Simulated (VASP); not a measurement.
Write the native input for VASP 6.6.1 that does the following.

```
Task                   : single point
Functional             : PBEsol
Potentials or basis    : VASP PAW PBE potentials, release 64 (Sb, In_d)
Cutoff                 : 520 eV
k mesh                 : 6 × 6 × 6
Occupations            : fermi-dirac, width 0.05 eV
Spin                   : no spin polarisation
Dipole correction      : no
Further INCAR settings : ALGO = Normal; EDIFF = 1e-07; NBANDS = 30
```

The structure of In3Sb lies in POSCAR:

```
In3Sb
1.0
    4.7715896350      0.0000000000      0.0000000000
    0.0000000000      4.7715896350      0.0000000000
    0.0000000000      0.0000000000      4.7715896350
Sb In
1 3
Direct
    0.0000000000      0.0000000000      0.0000000000
    0.0000000000      0.5000000000      0.5000000000
    0.5000000000      0.0000000000      0.5000000000
    0.5000000000      0.5000000000      0.0000000000
```

The input as run:

INCAR

```
PREC = Accurate ; ENCUT = 520
EDIFF = 1E-7 ; ISMEAR = -1
SIGMA = 0.05 ; LREAL = False
LASPH = True ; NELM = 60
ALGO = Normal ; ISIF = 2
LWAVE = False ; LCHARG = False
GGA = PS ; NBANDS = 30
```

KPOINTS

```
Automatic mesh
0
Gamma
  6 6 6
```

Potentials or basis: VASP PAW PBE potentials, release 64 (Sb, In_d).

Launch:

```bash
$ cat potpaw_PBE.64/Sb/POTCAR potpaw_PBE.64/In_d/POTCAR > POTCAR
$ mpirun -np 1 vasp_std > vasp.out
```

Results of the run:

```
Pressure               : -1.1 GPa
Band gap on the k mesh : zero (bands 22 and 23 overlap by 3.68 eV)
```

Caveat: the PAW data sets were made with another functional, which shifts forces and pressure a little; spin-orbit coupling is left out, which moves the levels of the heavy elements.

Wall time 73 s on 1 thread of Intel Xeon 8259CL, on a shared host, peak memory 0.23 GiB.
